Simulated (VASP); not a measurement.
Here is a VASP 6.6.1 calculation.

File INCAR:

```
PREC = Accurate
ENCUT = 520
EDIFF = 1E-7
ISMEAR = 0
SIGMA = 0.02
LREAL = Auto
LASPH = True
NELM = 80
ALGO = Normal
ISIF = 2
LWAVE = False
LCHARG = False
GGA = CA
NBANDS = 82
```

Contents of KPOINTS:

```
Automatic mesh
0
Gamma
  4 4 4
```

POSCAR

```
SiO2
1.0
   -4.1508209764      4.1508209764      4.1508209764
    4.1508209764     -4.1508209764      4.1508209764
    4.1508209764      4.1508209764     -4.1508209764
Si O
8 16
Direct
    0.5000000000      0.0000000000      0.7790826551
    0.2790826551      0.2790826551      0.2790826551
    0.5000000000      0.0000000000      0.2209173449
    0.7209173449      0.7209173449      0.7209173449
    0.7790826551      0.5000000000      0.0000000000
    0.0000000000      0.2209173449      0.5000000000
    0.2209173449      0.5000000000      0.0000000000
    0.0000000000      0.7790826551      0.5000000000
    0.6889187702      0.9389187702      0.7500000000
    0.7500000000      0.6889187702      0.9389187702
    0.8110812298      0.5610812298      0.2500000000
    0.7500000000      0.1889187702      0.4389187702
    0.0610812298      0.2500000000      0.3110812298
    0.5000000000      0.0000000000      0.0000000000
    0.2500000000      0.8110812298      0.5610812298
    0.4389187702      0.7500000000      0.1889187702
    0.3110812298      0.0610812298      0.2500000000
    0.1889187702      0.4389187702      0.7500000000
    0.9389187702      0.7500000000      0.6889187702
    0.5000000000      0.5000000000      0.5000000000
    0.2500000000      0.3110812298      0.0610812298
    0.0000000000      0.5000000000      0.0000000000
    0.0000000000      0.0000000000      0.5000000000
    0.5610812298      0.2500000000      0.8110812298
```

Potentials or basis: VASP PAW LDA potentials, release 64 (Si, O).

Run with:

```bash
$ cat potpaw_LDA.64/Si/POTCAR potpaw_LDA.64/O/POTCAR > POTCAR
$ mpirun -np 1 vasp_std > vasp.out
```

(1) Predict the band gap on the k mesh.

(2) Estimate the largest force.

Answers

(1) 5.96 eV (least direct gap 6.00 eV).

(2) 0.050 eV/Å.
